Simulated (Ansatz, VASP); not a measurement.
**Two plane-wave programs on GaN**

```
Ga N
1.0
     5.23038    0.00000    0.00000
    -2.61519    4.52964    0.00000
     0.00000    0.00000    3.39010
Ga N
1 1
Direct
  0.00000 0.00000 0.50000
  0.00000 0.00000 0.00000
```

Alike in both runs: functional PBE; k mesh 24 × 24 × 14; occupations gaussian, width 0.1 eV; no spin polarisation.

Ansatz relaxed the structure, and its values are those at the end. VASP's run is a single point on that final structure, the one shown.

```csv
,VASP,Ansatz
version,VASP 6.6.1,Ansatz 0.2.0
potentials or method,"VASP PAW PBE potentials, release 64 (Ga_d, N), cutoff 520 eV","scalar-relativistic, plane waves, PAW"
valence electrons in the cell,18,18
```

```tsv
	VASP	Ansatz	Ansatz less VASP
gap on the k mesh at the Fermi level (eV)	1.17	1.17	+0.002
least direct gap on the mesh (eV)	2.85	2.86	+0.005
pressure (GPa)	-0.3	0.0	+0.26
```
